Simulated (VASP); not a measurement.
# Ge (R-3m) in VASP: a series of runs

Runs on Ge. Level: PBEsol. Tasks: single point.

Everything below comes from runs of VASP 6.6.1. Logs are shortened: lines on timing, memory, paths and dates and some standing lists are left out, and cuts for length are marked.

## Step 1: The cell of the first run

The structure is trigonal, space group R-3m (No. 166). Conventional cell: a = 4.098 Å, b = 4.098 Å, c = 9.336 Å, α = 90.00°, β = 90.00°, γ = 120.00°. Within 3.1 Å of Ge (site symmetry 3m) lie 4 Ge at 2.33 to 2.49 Å.

## Step 2: Single point, PBEsol

Input file INCAR:

```
SYSTEM = Ge
PREC = Accurate
ENCUT = 520
EDIFF = 1E-6
ISMEAR = 0
SIGMA = 0.15
LREAL = .False.
LASPH = .True.
NELM = 80
ALGO = Normal
ISIF = 2
LWAVE = .False.
LCHARG = .False.
GGA = PS
NBANDS = 21
```

Input file KPOINTS:

```
Automatic mesh
0
Gamma
  16 16 16
  0 0 0
```

Input file POSCAR:

```
Ge
1.0
   -0.1352415384      2.7627914273      2.7627914273
    2.7627914273     -0.1352415384      2.7627914273
    2.7627914273      2.7627914273     -0.1352415384
Ge
2
Direct
    0.5000000000      0.5000000000      0.5000000000
    0.7500000000      0.7500000000      0.7500000000
```

Potentials or basis: VASP PAW PBE potentials, release 64 (Ge_d).

Run with:

```
$ cat potpaw_PBE.64/Ge_d/POTCAR > POTCAR
$ mpirun -np 1 vasp_std > vasp.out
```

OUTCAR:

```text
SYSTEM = Ge
   PREC = Accurate
   ENCUT = 520
   EDIFF = 1E-6
   ISMEAR = 0
   LREAL = .False.
   LASPH = .True.
   NELM = 80
   ISIF = 2
   GGA = PS

 ion  position               nearest neighbor table
   1  0.500  0.500  0.500-   2 2.33   2 2.49   2 2.49   2 2.49
   2  0.750  0.750  0.750-   1 2.33   1 2.49   1 2.49   1 2.49

  LATTYP: Found a trigonal (rhomboedric) cell.
 ALAT       =     3.9095170054
 COS(alpha) =     0.4505091948

  Lattice vectors:

 A1 = (  -0.1352415384,   2.7627914273,   2.7627914273)
 A2 = (   2.7627914273,  -0.1352415384,   2.7627914273)
 A3 = (   2.7627914273,   2.7627914273,  -0.1352415384)

Analysis of symmetry for initial positions (statically):
=====================================================================
 Subroutine PRICEL returns:
 Original cell was already a primitive cell.

 Routine SETGRP: Setting up the symmetry group for a
 trigonal (rhombohedral) supercell.

 Subroutine GETGRP returns: Found 12 space group operations
 (whereof  6 operations were pure point group operations)
 out of a pool of 12 trial point group operations.

The static configuration has the point symmetry C_3v.
 The point group associated with its full space group is D_3d.

Analysis of symmetry for dynamics (positions and initial velocities):
=====================================================================
 Subroutine PRICEL returns:
 Original cell was already a primitive cell.

 Routine SETGRP: Setting up the symmetry group for a
 trigonal (rhombohedral) supercell.

 Subroutine GETGRP returns: Found 12 space group operations
 (whereof  6 operations were pure point group operations)
 out of a pool of 12 trial point group operations.

The dynamic configuration has the point symmetry C_3v.
 The point group associated with its full space group is D_3d.

 Subroutine INISYM returns: Found 12 space group operations
 (whereof  6 operations are pure point group operations),
 and found     1 'primitive' translations

----------------------------------------------------------------------------------------

                                     Primitive cell

  volume of cell :      45.2713

  direct lattice vectors                    reciprocal lattice vectors
    -0.135241538  2.762791427  2.762791427    -0.168202088  0.176859549  0.176859549
     2.762791427 -0.135241538  2.762791427     0.176859549 -0.168202088  0.176859549
     2.762791427  2.762791427 -0.135241538     0.176859549  0.176859549 -0.168202088

  length of vectors
     3.909517005  3.909517005  3.909517005     0.301414238  0.301414238  0.301414238

  position of ions in fractional coordinates (direct lattice)
     0.500000000  0.500000000  0.500000000
     0.750000000  0.750000000  0.750000000

  ion indices of the primitive-cell ions
   primitive index   ion index
                 1           1
                 2           2

----------------------------------------------------------------------------------------

 KPOINTS: Automatic mesh

Automatic generation of k-mesh.
 Grid dimensions read from file:
 generate k-points for:   16   16   16

 Generating k-lattice:

  Cartesian coordinates                     Fractional coordinates (reciprocal lattice)
    -0.010512631  0.011053722  0.011053722     0.062500000  0.000000000 -0.000000000
     0.011053722 -0.010512631  0.011053722     0.000000000  0.062500000 -0.000000000
     0.011053722  0.011053722 -0.010512631     0.000000000  0.000000000  0.062500000

  Length of vectors
     0.018838390  0.018838390  0.018838390

  Shift w.r.t. Gamma in fractional coordinates (k-lattice)
     0.000000000  0.000000000  0.000000000

 Subroutine IBZKPT returns following result:
 ===========================================

 Found    417 irreducible k-points:

 Following reciprocal coordinates:
            Coordinates               Weight
  0.000000  0.000000  0.000000      1.000000
  0.062500  0.000000  0.000000      6.000000
  0.125000  0.000000  0.000000      6.000000
  0.187500  0.000000  0.000000      6.000000
  0.250000  0.000000  0.000000      6.000000
  0.312500  0.000000  0.000000      6.000000
[... 16 lines left out ...]
 -0.125000  0.062500 -0.000000     12.000000
 -0.062500  0.062500  0.000000      6.000000
 [... further k-points ...]
   k-points           NKPTS =    417   k-points in BZ     NKDIM =    417   number of bands    NBANDS=     21
   number of dos      NEDOS =    301   number of ions     NIONS =      2
   total plane-waves  NPLWV =  27000
   dimension x,y,z NGX =    30 NGY =   30 NGZ =   30
   dimension x,y,z NGXF=    60 NGYF=   60 NGZF=   60
   ions per type =               2
   NGX,Y,Z   is equivalent  to a cutoff of  12.76, 12.76, 12.76 a.u.
   NGXF,Y,Z  is equivalent  to a cutoff of  25.51, 25.51, 25.51 a.u.
 SYSTEM =  Ge
   PREC   = accura    normal or accurate (medium, high low for compatibility)
   ISTART =      0    job   : 0-new  1-cont  2-samecut
   ICHARG =      2    charge: 1-file 2-atom 10-const
   ISPIN  =      1    spin polarized calculation?
   LNONCOLLINEAR =      F non collinear calculations
   LSORBIT =      F    spin-orbit coupling
   LASPH  =      T    aspherical Exc in radial PAW
   ENCUT  =  520.0 eV  38.22 Ry    6.18 a.u.   7.27  7.27  7.27*2*pi/ulx,y,z
   NELM   =     80;   NELMIN=  2; NELMDL= -5     # of ELM steps
   EDIFF  = 0.1E-05   stopping-criterion for ELM
   LREAL  =      F    real-space projection
   EDIFFG = 0.1E-04   stopping-criterion for IOM
   NSW    =      0    number of steps for IOM
   IBRION =     -1    ionic relax: 0-MD 1-quasi-New 2-CG
   NFREE  =      0    steps in history (QN), initial steepest desc. (CG)
   ISIF   =      2    stress and relaxation
   ISYM   =      2    0-nonsym 1-usesym 2-fastsym
   POTIM  = 0.5000    time-step for ionic-motion
   TEBEG  =    0.0;   TEEND  =   0.0 temperature during run
   PSTRESS=    0.0 pullay stress
   NELECT =      28.0000    total number of electrons
   NUPDOWN=      -1.0000    fix difference up-down
   EMIN   =  10.00;   EMAX   =-10.00  energy-range for DOS
   EFERMI =   0.00;   METHOD = LEGACY
   ISMEAR =     0;   SIGMA  =   0.15  broadening in eV -4-tet -1-fermi 0-gaus
   EFERMI_NEDOS =   21; number of points for ismear=-14 and -15
   IALGO  =     38    algorithm
   IMIX   =      4    mixing-type and parameters
     AMIX     =   0.40;   BMIX     =  1.00
     AMIX_MAG =   1.60;   BMIX_MAG =  1.00
  volume/ion in A,a.u.               =      22.64       152.75
  Fermi-wavevector in a.u.,A,eV,Ry     =   1.394825  2.635838 26.470653  1.945538
  Thomas-Fermi vector in A             =   2.518337
   LORBIT       =      0    0 simple, 1 ext, 2 COOP (PROOUT), +10 PAW based schemes
   GGA     = PS    functional components
   LHFCALC =     F    Hartree Fock is set to
   AEXX    =    0.0000 exact exchange contribution
   IVDW    =     0    specifies the selected vdW correction
   LEPSILON=     F    determine dielectric tensor
   LRPA    =     F    only Hartree local field effects (RPA)
 non-spin polarized calculation
 Gauss-broadening in eV      SIGMA  =   0.15
  energy-cutoff  :      520.00
  volume of cell :       45.27
 maximum number of plane-waves:      1239
 NGX is ok and might be reduce to    30

 number of electron      27.9999996 magnetization

 Free energy of the ion-electron system (eV)
  ---------------------------------------------------
  ext. energy  EPLUGINS =         0.00000000
  ---------------------------------------------------
  free energy    TOTEN  =        -9.78619195 eV

  energy without entropy =       -9.78530636  energy(sigma->0) =       -9.78574916

 E-fermi :   4.8246     XC(G=0): -10.1297

 val. band max:        4.7972090372   @ k =   0.3125   0.3125   0.3125
 cond. band min:       4.8441263057   @ k =   0.0000   0.0000   0.0000
 fundamental gap:      0.0469172684
 Fermi energy:         4.8245935869

 k-point     1 :       0.0000    0.0000    0.0000
  band No.  band energies     occupation
      1     -19.9709      2.00000
      2     -19.8843      2.00000
      3     -19.8843      2.00000
      4     -19.8766      2.00000
      5     -19.8766      2.00000
      6     -19.6836      2.00000
[... 13 lines left out ...]
     20      14.3904      0.00000
     21      14.3904      0.00000

 k-point     2 :       0.0625    0.0000    0.0000
  band No.  band energies     occupation
      1     -19.9716      2.00000
      2     -19.8899      2.00000
      3     -19.8841      2.00000
      4     -19.8744      2.00000
      5     -19.8709      2.00000
      6     -19.6839      2.00000
[... 13 lines left out ...]
     20      13.9174      0.00000
     21      14.1273      0.00000

 k-point     3 :       0.1250    0.0000    0.0000
  band No.  band energies     occupation
      1     -19.9733      2.00000
      2     -19.8974      2.00000
      3     -19.8834      2.00000
      4     -19.8684      2.00000
      5     -19.8634      2.00000
      6     -19.6846      2.00000
[... 13 lines left out ...]
     20      13.3290      0.00000
     21      13.7742      0.00000

 k-point     4 :       0.1875    0.0000    0.0000
  band No.  band energies     occupation
      1     -19.9753      2.00000
      2     -19.9039      2.00000
      3     -19.8825      2.00000
      4     -19.8600      2.00000
      5     -19.8573      2.00000
      6     -19.6857      2.00000
[... 13 lines left out ...]
     20      12.9603      0.00000
     21      13.6332      0.00000

 k-point     5 :       0.2500    0.0000    0.0000
  band No.  band energies     occupation
      1     -19.9769      2.00000
      2     -19.9088      2.00000
      3     -19.8815      2.00000
      4     -19.8531      2.00000
      5     -19.8508      2.00000
      6     -19.6879      2.00000
[... 13 lines left out ...]
     20      12.9056      0.00000
     21      13.7395      0.00000
[... 382 lines left out ...]
     20      13.0820      0.00000
     21      14.1296      0.00000

 k-point    22 :      -0.1875    0.0625   -0.0000
  band No.  band energies     occupation
      1     -19.9781      2.00000
      2     -19.9037      2.00000
      3     -19.8805      2.00000
      4     -19.8598      2.00000
      5     -19.8536      2.00000
      6     -19.6919      2.00000
[... 13 lines left out ...]
     20      12.9602      0.00000
     21      13.7911      0.00000

 k-point    23 :      -0.1250    0.0625   -0.0000
  band No.  band energies     occupation
      1     -19.9758      2.00000
      2     -19.8970      2.00000
      3     -19.8837      2.00000
      4     -19.8654      2.00000
      5     -19.8615      2.00000
      6     -19.6895      2.00000
[... 13 lines left out ...]
     20      13.1321      0.00000
     21      13.5342      0.00000

 k-point    24 :      -0.0625    0.0625    0.0000
  band No.  band energies     occupation
      1     -19.9733      2.00000
      2     -19.8904      2.00000
      3     -19.8860      2.00000
      4     -19.8703      2.00000
      5     -19.8688      2.00000
      6     -19.6867      2.00000
[... 13 lines left out ...]
     20      13.5257      0.00000
     21      13.8143      0.00000

 [... further k-points ...]
[... 5 lines left out ...]
  --------------------------------------------------------------------------------------
  -------------------------------------------------------------------------------------
  Total        0.3202716      0.3202716      0.3202716      1.2515435      1.2515435      1.2515435
  in kB       11.3345985     11.3345985     11.3345985     44.2928485     44.2928485     44.2928485
  external PRESSURE =      11.3345985 kB  Pullay stress =       0.0000000 kB

 VOLUME and BASIS-vectors are now :
 -----------------------------------------------------------------------------
  energy-cutoff  :      520.00
  volume of cell :       45.27
      direct lattice vectors                 reciprocal lattice vectors
    -0.135241538  2.762791427  2.762791427    -0.168202088  0.176859549  0.176859549
     2.762791427 -0.135241538  2.762791427     0.176859549 -0.168202088  0.176859549
     2.762791427  2.762791427 -0.135241538     0.176859549  0.176859549 -0.168202088

 POSITION                                       TOTAL-FORCE (eV/Angst)
 -----------------------------------------------------------------------------------
      2.69517      2.69517      2.69517        -0.535723     -0.535723     -0.535723
      4.04276      4.04276      4.04276         0.535723      0.535723      0.535723
 -----------------------------------------------------------------------------------
    total drift:                                0.000000     -0.000000     -0.000000

  FREE ENERGIE OF THE ION-ELECTRON SYSTEM (eV)
  ---------------------------------------------------
  free  energy   TOTEN  =        -9.7861919485 eV

  energy  without entropy=       -9.7853063618  energy(sigma->0) =       -9.78574916
```

Wall time 2.1 min (1 thread of Intel Xeon 6975P-C (Granite Rapids), shared host); peak memory 0.4 GiB.

What came out:

| Quantity | Value |
| --- | --- |
| Free energy | -9.7862 eV |
| Pressure | 1.1 GPa |
| Largest force | 0.928 eV/Å |
| Band gap on the k mesh | zero (band 14 reaches 4.84 eV, above the bottom of band 15 at 4.43 eV) |

Forces in eV/Å, atoms in the order of the input:
```
Ge  -0.536 -0.536 -0.536
Ge   0.536  0.536  0.536
```

Caveat: the PAW data sets were made with another functional, which shifts forces and pressure a little.

## Step 3: Single point, PBEsol

This run uses another cell than the first one, of the same volume but with other edges.

Input file INCAR:

```
SYSTEM = Ge
ALGO = Normal
EDIFF = 1E-6
ENCUT = 520
GGA = PS
ISIF = 2
ISMEAR = 0
LASPH = .True.
LCHARG = .True.
LELF = .True.
LREAL = .False.
LVHAR = .True.
LWAVE = .False.
NBANDS = 21
NELM = 80
PREC = Accurate
SIGMA = 0.15
```

Input file KPOINTS:

```
k-points
0
Gamma
  16 16 16
  0 0 0
```

Input file POSCAR:

```
Ge
1.0
    0.1470466428      2.9041711952      2.9041711952
    2.9041711952      0.1470466428      2.9041711952
    2.9041711952      2.9041711952      0.1470466428
Ge
2
Direct
    0.5000000000      0.5000000000      0.5000000000
    0.7500000000      0.7500000000      0.7500000000
```

Potentials or basis: VASP PAW PBE potentials, release 64 (Ge_d).

Run with:

```
$ cat potpaw_PBE.64/Ge_d/POTCAR > POTCAR
$ mpirun -np 1 vasp_std > vasp.out
```

Wall time 1.7 min (1 thread of Intel Xeon 6975P-C (Granite Rapids), shared host); peak memory 0.41 GiB.

It converged, with:

- Free energy: -9.7870 eV
- Pressure: 1.4 GPa
- Largest force: 0.581 eV/Å
- Band gap on the k mesh: zero (band 14 reaches 4.93 eV, above the bottom of band 15 at 4.74 eV)

Forces in eV/Å, atoms in the order of the input:
```
Ge   0.336  0.336  0.336
Ge  -0.336 -0.336 -0.336
```

Stress tensor (GPa, compression positive):
```
 1.36 -3.87 -3.87
-3.87  1.36 -3.87
-3.87 -3.87  1.36
```

Levels at points of the mesh, in eV from the Fermi level:
```
           k point  band 10  band 11  band 12  band 13  band 14  band 15  band 16  band 17  band 18  band 19
(0.00, 0.00, 0.00)   -24.48   -12.82    -0.30    -0.15     0.07     0.07     2.15     2.93     2.93     6.34
(0.50, 0.00, 0.00)   -24.45   -10.54    -7.71    -1.53    -1.49    -0.11     3.30     4.06     6.90     9.48
(0.50, 0.50, 0.00)   -24.44    -9.15    -8.67    -3.30    -2.83     0.39     0.98     9.05     9.34    11.54
(0.50, 0.50, 0.50)   -24.46   -11.20    -7.40    -1.03    -1.03     0.79     3.97     3.97     7.34    10.18
```

Caveat: the PAW data sets were made with another functional, which shifts forces and pressure a little.

(Continued in part 2 of 2.)
